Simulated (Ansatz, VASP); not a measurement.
## AgCl in VASP and in Ansatz

```xyz
2
Lattice="0.0000 2.7316 2.8147 2.7316 0.0000 2.8147 2.7316 2.7316 0.0000" Properties=species:S:1:pos:R:3 pbc="T T T"
Ag    2.7316    2.7316    2.8147
Cl    0.0000    0.0000    0.0000
```

Change from the starting cell: strain -0.015 along x and y, +0.015 along z, atoms carried along.

Alike in both runs: task single point; functional r2SCAN; k mesh 8 × 8 × 8; occupations gaussian, width 0.05 eV; no spin polarisation.

|  | VASP | Ansatz |
| --- | --- | --- |
| version | VASP 6.6.1 | Ansatz 0.2.0 |
| potentials or method | VASP PAW PBE potentials, release 64 (Ag, Cl), cutoff 520 eV | scalar-relativistic, plane waves, PAW |
| valence electrons in the cell | 18 | 26 |

```csv
,VASP,Ansatz,Ansatz less VASP
gap on the k mesh at the Fermi level (eV),1.33,1.38,+0.053
least direct gap on the mesh (eV),3.75,3.80,+0.045
pressure (GPa),0.8,0.9,+0.08
"traceless stress, the component that is largest in VASP (GPa)",-0.67,-0.69,-0.014
```

VASP's potentials were made for PBE, not for r2SCAN. VASP's potentials hold 18 valence electrons a cell and Ansatz's 26, so a difference there can come from the potentials and not from the codes.
